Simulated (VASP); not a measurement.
A run of VASP 6.6.1:

Contents of INCAR:

```
SYSTEM = TePb
  PREC = Accurate
  ENCUT = 520
  EDIFF = 1E-7
  ISMEAR = 0
  SIGMA = 0.01
  LREAL = .FALSE.
  LASPH = .TRUE.
  NELM = 60
  ALGO = Normal
  ISIF = 2
  LWAVE = .FALSE.
  LCHARG = .FALSE.
  GGA = PE
  NBANDS = 17
  ISYM = 0
```

Contents of KPOINTS:

```
Automatic mesh
0
Gamma
  6 6 6
  0.5 0.5 0.5
```

POSCAR

```
TePb
1.0
    0.0000000000      3.2678368520      3.2678368520
    3.2678368520      0.0000000000      3.2678368520
    3.2678368520      3.2678368520      0.0000000000
Pb Te
1 1
Direct
    0.0000000000      0.0000000000      0.0000000000
    0.5000000000      0.5000000000      0.5000000000
```

Potentials or basis: VASP PAW PBE potentials, release 64 (Pb_d, Te).

Launch:

```sh
$ cat potpaw_PBE.64/Pb_d/POTCAR potpaw_PBE.64/Te/POTCAR > POTCAR
$ mpirun -np 1 vasp_std > vasp.out
```

Hardware: 1 thread of Intel(R) Xeon(R) Platinum 8175M CPU @ 2.50GHz (Skylake/Cascade Lake), on a shared host.

Task: How long does it take, and how much memory?

Result: Wall time 7.7 min on 1 thread of Intel(R) Xeon(R) Platinum 8175M CPU @ 2.50GHz (Skylake/Cascade Lake), with other jobs on the host, peak memory 0.62 GiB. Counts: scf iterations 14, k points 432.
